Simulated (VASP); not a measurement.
# B4Pb5O11 in VASP: further runs, part 2 of 2

VASP 6.6.1. The steps go on from the part before.

### Step 5. Single point, PBE

INCAR

```
  PREC = Accurate
  ENCUT = 520
  EDIFF = 1E-6
  ISMEAR = -1
  SIGMA = 0.2111
  LREAL = Auto
  LASPH = True
  NELM = 100
  ALGO = Normal
  ISIF = 2
  LWAVE = False
  LCHARG = False
  GGA = PE
  ISYM = 0
  NBANDS = 90
```

KPOINTS

```
Automatic mesh
0
Gamma
  1 1 1
```

POSCAR

```
B4Pb5O11
1.0
    6.9609960000     -0.1702740000     -0.2994950000
   -0.1702740000      6.7969110000     -0.0464410000
   -0.2994950000     -0.0464410000      6.9712270000
Pb O B
5 11 4
Direct
    0.6642314031      0.2952287077      0.2532441851
    0.4609389514      0.7305412162      0.3873454380
    0.1864287503      0.2357869343     -0.1262712203
    0.7819142986      0.5409535484      0.7777491461
    0.9547285670      0.9133439890      0.4323411130
    0.3331999580      0.3812807109      0.2673880479
    0.2363626692      0.6269827185     -0.0249495330
    0.6451869845      0.2309099743      0.8683485656
    1.0281394250      0.8809405949      0.8479879337
    0.6990896245     -0.0148872300      0.6035192182
    0.2137355979      0.5015219240      0.6030935333
    0.0978670250      0.1849653497      0.4670401151
    0.1792338780      0.9501351975      0.1238885033
    0.7627702078      0.5671120221      0.1640793095
    0.6945336483      0.9013905490      0.9658343981
    0.5445585258      0.3019754974      0.5364101040
    0.1484091133      0.7749061452      0.0001698702
    0.6312725244      0.1586667008      0.6893293828
    0.8476407504      0.9282953226      0.8920459956
    0.2299468078      0.3616744867      0.4491362057
```

Launch:

```
> cat potpaw_PBE.64/Pb_d/POTCAR potpaw_PBE.64/O/POTCAR potpaw_PBE.64/B/POTCAR > POTCAR
> mpirun -np 1 vasp_gam > vasp.out
```

Run time: 2.4 min. Hardware: 1 thread of Intel Xeon 8259CL, shared host; peak memory 0.37 GiB.

It converged, with:

| Quantity | Value |
| --- | --- |
| Free energy | -124.4045 eV |
| Pressure | 0.1 GPa |
| Largest force | 7.082 eV/Å |

Forces on the atoms (eV/Å):
```
Pb  -0.146 -2.199 -0.837
Pb  -1.204 -0.600 -1.456
Pb   1.191  1.588  0.846
Pb  -0.972 -0.290  1.073
Pb   0.856 -1.927 -1.571
O   -1.939  0.866  1.847
O    1.215 -4.459 -0.414
O    0.059  1.039  0.906
O   -2.905  0.115 -2.469
O   -0.583  1.307  1.931
O    0.668 -0.906 -2.572
O    1.869  2.778  0.709
O    0.712 -1.925  1.328
O   -0.005  1.411 -0.045
O   -0.536 -0.906  0.952
O    2.068 -1.644  3.891
B   -0.055  6.817  1.918
B   -0.797  0.795 -4.760
B    0.898 -1.183 -0.786
B   -0.396 -0.676 -0.491
```

Stress tensor (GPa, compression positive):
```
-1.05 -0.64  3.94
-0.64  2.59 -0.53
 3.94 -0.53 -1.38
```

Levels at points of the mesh, in eV from the Fermi level:
```csv
k point,band 72,band 73,band 74,band 75,band 76,band 77
"(0.00, 0.00, 0.00)",-1.14,-1.07,-0.68,0.62,1.32,1.81
```

Caveat: the k points lie up to 0.93 Å⁻¹ apart; the atoms stand as in a frame of molecular dynamics; spin-orbit coupling is left out, which moves the levels of the heavy elements.

### Step 6. Single point, PBE

INCAR

```
ALGO = Normal
EDIFF = 1E-7
ENCUT = 520
GGA = PE
ISIF = 2
ISMEAR = -1
ISYM = 0
LASPH = T
LCHARG = F
LREAL = Auto
LWAVE = F
NBANDS = 90
NELM = 60
PREC = Accurate
SIGMA = 0.1172
```

KPOINTS

```
k-points
0
Gamma
  1 1 1
```

POSCAR

```
B4Pb5O11
1.0
    6.9609960000     -0.1702740000     -0.2994950000
   -0.1702740000      6.7969110000     -0.0464410000
   -0.2994950000     -0.0464410000      6.9712270000
Pb O B
5 11 4
Direct
    0.6354482085      0.2684899226      0.2401929390
    0.4568576424      0.6890303631      0.4160779499
    0.2117675821      0.2150709590      0.9204938302
    0.7668667696      0.5388533294      0.7914482846
    1.0012045969      0.9121177745      0.4476911213
    0.2420656289      0.3974981174      0.2773377851
    0.0113283489      0.6332903350      1.0215352936
    0.6415187756      0.1978152849      0.8754531168
   -0.0541867299      0.9612229722      0.8455370197
    0.6792089967      1.0126269803      0.6204179132
    0.1691181401      0.5569872958      0.5861341317
    0.1168806502      0.1999094492      0.5244072765
    0.1383663730      0.9673356842      0.1172962914
    0.7159505511      0.5895543939      0.2889468534
    0.6141637210      0.8493058292      0.9053857485
    0.5393600518      0.3163005819      0.5486081509
    0.0143585103      0.8393704979      0.0037615340
    0.6036684496      0.1790584574      0.6570348858
    0.7329625306      0.9845687066      0.8494091454
    0.1757056307      0.3913052944      0.4722585518
```

Potentials or basis: VASP PAW PBE potentials, release 64 (Pb_d, O, B).

Launch:

```
> cat potpaw_PBE.64/Pb_d/POTCAR potpaw_PBE.64/O/POTCAR potpaw_PBE.64/B/POTCAR > POTCAR
> mpirun -np 1 vasp_gam > vasp.out
```

OUTCAR:

```text
EDIFF = 1E-7
   ENCUT = 520
   GGA = PE
   ISIF = 2
   ISMEAR = -1
   ISYM = 0
   LASPH = T
   LREAL = Auto
   NELM = 60
   PREC = Accurate

 ion  position               nearest neighbor table
   1  0.635  0.268  0.240-  14 2.24  16 2.33   8 2.59   6 2.95  18 3.00   2 3.43   3 3.55   4 3.81
                             5 3.81
   2  0.457  0.689  0.416-  14 2.21  11 2.55   6 2.55  16 2.78  20 2.80  10 2.91   1 3.43   4 3.45
                             5 3.61   5 4.00
   3  0.212  0.215  0.920-  13 2.25   9 2.49   6 2.76  12 2.79  17 2.93   8 3.05   1 3.55   4 3.94
                             5 4.00
   4  0.767  0.539  0.791-   7 2.30   8 2.53  15 2.56  16 2.63  18 2.76  17 2.91  19 3.08   2 3.45
                             1 3.81   5 3.91   3 3.94
   5  0.001  0.912  0.448-  12 2.12  13 2.59  10 2.75   9 2.85  11 2.88  14 3.02  17 3.14   2 3.61
                             1 3.81   4 3.91   3 4.00   2 4.00
   6  0.242  0.397  0.277-  20 1.47   2 2.55   3 2.76   1 2.95
   7  0.011  0.633  0.022-  17 1.41   4 2.30
   8  0.642  0.198  0.875-  18 1.53  19 1.63   4 2.53   1 2.59   3 3.05
   9  0.946  0.961  0.846-  17 1.45  19 1.50   3 2.49   5 2.85
  10  0.679  0.013  0.620-  18 1.30  19 1.63   5 2.75   2 2.91
  11  0.169  0.557  0.586-  20 1.38   2 2.55   5 2.88
  12  0.117  0.200  0.524-  20 1.41   5 2.12   3 2.79
  13  0.138  0.967  0.117-  17 1.39   3 2.25   5 2.59
  14  0.716  0.590  0.289-   2 2.21   1 2.24   5 3.02
  15  0.614  0.849  0.905-  19 1.29   4 2.56
  16  0.539  0.316  0.549-  18 1.28   1 2.33   4 2.63   2 2.78
  17  0.014  0.839  0.004-  13 1.39   7 1.41   9 1.45   4 2.91   3 2.93   5 3.14
  18  0.604  0.179  0.657-  16 1.28  10 1.30   8 1.53  19 2.08   4 2.76   1 3.00
  19  0.733  0.985  0.849-  15 1.29   9 1.50  10 1.63   8 1.63  18 2.08   4 3.08
  20  0.176  0.391  0.472-  11 1.38  12 1.41   6 1.47   2 2.80

IMPORTANT INFORMATION: All symmetrisations will be switched off!
NOSYMM: (Re-)initialisation of all symmetry stuff for point group C_1.

----------------------------------------------------------------------------------------

                                     Primitive cell

[... 128 lines left out ...]
   LHFCALC =     F    Hartree Fock is set to
   AEXX    =    0.0000 exact exchange contribution
   IVDW    =     0    specifies the selected vdW correction
   LEPSILON=     F    determine dielectric tensor
   LRPA    =     F    only Hartree local field effects (RPA)
 non-spin polarized calculation
  energy-cutoff  :      520.00
  volume of cell :      329.00
 maximum number of plane-waves:      4414
 NGX is ok and might be reduce to    50
   NGX = 25   NGY = 25   NGZ = 25

 number of electron     147.9999996 magnetization

 Free energy of the ion-electron system (eV)
  ---------------------------------------------------
  ext. energy  EPLUGINS =         0.00000000
  ---------------------------------------------------
  free energy    TOTEN  =      -128.98976246 eV

  energy without entropy =     -128.98856653  energy(sigma->0) =     -128.98916450

 E-fermi :   3.6143     XC(G=0):  -9.1764

 val. band max:        2.6021988673   @ k =   0.0000   0.0000   0.0000
 cond. band min:       4.5806121233   @ k =   0.0000   0.0000   0.0000
 fundamental gap:      1.9784132559
 Fermi energy:         3.6142588031

 k-point     1 :       0.0000    0.0000    0.0000
  band No.  band energies     occupation
      1     -18.4248      2.00000
      2     -17.4761      2.00000
      3     -16.6350      2.00000
      4     -15.9578      2.00000
      5     -15.7871      2.00000
      6     -15.6153      2.00000
[... 78 lines left out ...]
     85       8.1128      0.00000
     86       8.5237      0.00000
 [bands above 86 left out]

------------------------ aborting loop because EDIFF is reached ----------------------------------------

  FORCE on cell =-STRESS in cart. coord.  units (eV):
  Direction    XX          YY          ZZ          XY          YZ          ZX
  --------------------------------------------------------------------------------------
  -------------------------------------------------------------------------------------
  Total        3.6743689      1.8983728      5.2422215      2.7859420     -6.7178773      5.8429397
  in kB       17.8935874      9.2447713     25.5287785     13.5670909    -32.7149854     28.4541798
  external PRESSURE =      17.5557124 kB  Pullay stress =       0.0000000 kB

 VOLUME and BASIS-vectors are now :
 -----------------------------------------------------------------------------
  energy-cutoff  :      520.00
  volume of cell :      329.00
      direct lattice vectors                 reciprocal lattice vectors
     6.960996000 -0.170274000 -0.299495000     0.144014136  0.003650236  0.006211394
    -0.170274000  6.796911000 -0.046441000     0.003650236  0.147224875  0.001137604
    -0.299495000 -0.046441000  6.971227000     0.006211394  0.001137604  0.143721200

 POSITION                                       TOTAL-FORCE (eV/Angst)
 -----------------------------------------------------------------------------------
      4.30570      1.70555      1.47166         0.067550      0.814286      0.739900
      2.93825      4.58616      2.73175        -0.875511      0.378341     -0.890446
      1.16181      1.38301      6.34356        -0.328449      1.072264      0.579529
      5.00937      3.49520      5.26267         0.410661      1.851056      1.028454
     -0.28101      6.17859      3.07824         0.162392     -1.446877     -0.399176
      1.53427      2.64766      1.84243         0.703709      0.536865      0.697033
[... 12 lines left out ...]
      4.68011      6.52777      5.65618        -0.248307      0.560617     -2.215255
      1.01502      2.60782      3.22143        -0.108005     -0.671162     -1.607943
 -----------------------------------------------------------------------------------
    total drift:                               -0.015247      0.003826     -0.004678

  FREE ENERGIE OF THE ION-ELECTRON SYSTEM (eV)
  ---------------------------------------------------
  free  energy   TOTEN  =      -128.9897624577 eV

  energy  without entropy=     -128.9885665343  energy(sigma->0) =     -128.98916450
```

OSZICAR:

```text
N       E                     dE             d eps       ncg     rms          rms(c)
DAV:   1     0.254499601110E+04    0.25450E+04   -0.77783E+04   180   0.200E+03
DAV:   2     0.387892145834E+03   -0.21571E+04   -0.20896E+04   196   0.571E+02
DAV:   3    -0.986376403706E+02   -0.48653E+03   -0.46545E+03   212   0.286E+02
[... 12 lines left out ...]
DAV:  16    -0.128989759426E+03   -0.45864E-05   -0.17238E-05   272   0.223E-02    0.639E-03
DAV:  17    -0.128989761520E+03   -0.20942E-05   -0.88531E-06   224   0.140E-02    0.355E-03
DAV:  18    -0.128989762223E+03   -0.70367E-06   -0.14736E-06   192   0.660E-03    0.179E-03
DAV:  19    -0.128989762440E+03   -0.21643E-06   -0.59245E-07   184   0.332E-03    0.514E-04
DAV:  20    -0.128989762458E+03   -0.17864E-07   -0.51121E-08   128   0.151E-03
   1 F= -.12898976E+03 E0= -.12898916E+03  d E =-.119592E-02
```

stdout:

```text
POSCAR found type information on POSCAR PbO B
 POSCAR found :  3 types and      20 ions
 scaLAPACK will be used
 LDA part: xc-table for (Slater+PW92), standard interpolation
 POSCAR, INCAR and KPOINTS ok, starting setup
 FFT: planning ... GRIDC
 FFT: planning ... GRID_SOFT
 FFT: planning ... GRID
 WAVECAR not read
 entering main loop
```

It took 2.7 min on 1 thread of Intel Xeon 8259CL, shared host; peak memory 0.37 GiB.

Results:

* Free energy: -128.9898 eV
* Pressure: 1.8 GPa
* Largest force: 2.997 eV/Å

Forces in eV/Å, atoms in the order of the input:
```
Pb   0.068  0.814  0.740
Pb  -0.876  0.378 -0.890
Pb  -0.328  1.072  0.580
Pb   0.411  1.851  1.028
Pb   0.162 -1.447 -0.399
O    0.704  0.537  0.697
O   -0.759  2.469 -0.879
O    0.675  0.482 -0.354
O   -1.393 -0.391  0.078
O    1.083 -1.679 -1.706
O   -0.168 -1.022 -0.314
O    0.172  1.383  1.244
O   -0.023 -0.663  1.482
O   -0.323 -0.940 -0.035
O   -0.514 -2.560  1.293
O   -0.952  1.290 -0.850
B    2.321 -1.885  0.199
B    0.096  0.419  1.911
B   -0.248  0.561 -2.215
B   -0.108 -0.671 -1.608
```

Levels at points of the mesh, in eV from the Fermi level:
| k point | band 70 | band 71 | band 72 | band 73 | band 74 | band 75 | band 76 | band 77 | band 78 | band 79 |
| --- | --- | --- | --- | --- | --- | --- | --- | --- | --- | --- |
| (0.00, 0.00, 0.00) | -1.65 | -1.46 | -1.33 | -1.12 | -1.01 | 0.97 | 1.62 | 1.88 | 2.12 | 2.50 |

Caveat: the k points lie up to 0.93 Å⁻¹ apart; the atoms stand as in a frame of molecular dynamics; spin-orbit coupling is left out, which moves the levels of the heavy elements.

### Step 7. Summary

```tsv
cell	smearing	pressure (GPa)	largest force (eV/Å)
as given, atomic positions A	fermi-dirac 0.293 eV	4.4	11.03
as given, atomic positions B	fermi-dirac 0.2111 eV	1.4	6.51
as given, atomic positions C	fermi-dirac 0.2111 eV	0.8	10.06
as given, atomic positions D	fermi-dirac 0.2111 eV	0.1	7.08
as given, atomic positions E	fermi-dirac 0.1172 eV	1.8	3.00
```

Alike in all rows: task single point; level PBE; potentials or basis VASP PAW PBE potentials, release 64 (Pb_d, O, B); no spin polarisation; k mesh 1 × 1 × 1; cutoff (eV) 520.

Caveats: all runs use coarse meshes; the atoms stand as in a frame of molecular dynamics; spin-orbit coupling is left out, which moves the levels of the heavy elements.

Absolute energies hang on the potentials; compare differences alone.
